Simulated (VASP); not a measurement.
Here is a VASP 6.6.1 calculation.

File INCAR:

```
SYSTEM = MgO
PREC = Accurate
ENCUT = 840
EDIFF = 1E-6
ISMEAR = 0
SIGMA = 0.1
LREAL = .FALSE.
LASPH = .TRUE.
NELM = 120
ALGO = Normal
ISIF = 2
LWAVE = .FALSE.
LCHARG = .FALSE.
GGA = PE
NBANDS = 15
GGA_COMPAT = .FALSE.
```

File KPOINTS:

```
Automatic mesh
0
G
  8 8 8
  0 0 0
```

POSCAR

```
MgO
1.0
    0.0000000000      2.0781561797      2.0781561797
    2.0781561797      0.0000000000      2.0781561797
    2.0781561797      2.0781561797      0.0000000000
Mg O
1 1
Direct
    0.0000000000      0.0000000000      0.0000000000
    0.5000000000      0.5000000000      0.5000000000
```

Potentials or basis: VASP PAW PBE potentials, release 64 (Mg_sv, O).

Launch:

```bash
$ cat potpaw_PBE.64/Mg_sv/POTCAR potpaw_PBE.64/O/POTCAR > POTCAR
$ mpirun -np 1 vasp_std > vasp.out
```

**Question.** Predict the band gap on the k mesh.

**Answer.** 5.14 eV.

**Question.** Predict the pressure.

**Answer.** 12.1 GPa.

Caveat: the cell stands under pressure.
